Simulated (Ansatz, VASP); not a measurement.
## Ge4N3: VASP beside Ansatz

```xyz
7
Lattice="4.5344 0.0000 0.0000 0.0000 4.5344 0.0000 0.0000 0.0000 4.5344" Properties=species:S:1:pos:R:3 pbc="T T T"
Ge    3.2767    1.2577    1.2577
Ge    1.2577    3.2767    1.2577
Ge    1.2577    1.2577    3.2767
Ge    3.2767    3.2767    3.2767
N     0.0000    0.0000    2.2672
N     2.2672    0.0000    0.0000
N     0.0000    2.2672    0.0000
```

Change from the starting cell: species swapped into the Si3As4 type (P-43m, No. 215).

Alike in both runs: functional PBE; k mesh 8 × 8 × 8; occupations gaussian, width 0.1 eV; no spin polarisation.

Ansatz relaxed the structure, and its values are those at the end. VASP's run is a single point on that final structure, the one shown.

```csv
,VASP,Ansatz
version,VASP 6.6.1,Ansatz 0.2.0
potentials or method,"VASP PAW PBE potentials, release 64 (Ge_d, N), cutoff 520 eV","scalar-relativistic, plane waves, PAW"
valence electrons in the cell,71,71
```

|  | VASP | Ansatz | Ansatz less VASP |
| --- | --- | --- | --- |
| gap on the k mesh at the Fermi level (eV) | none | none | - |
| pressure (GPa) | 0.0 | 0.0 | -0.04 |
| rms of the force components (eV/Å) | 0.012 | 0.000 | -0.0116 |

A gap of «none» marks a metal or a gap that the smearing closes.
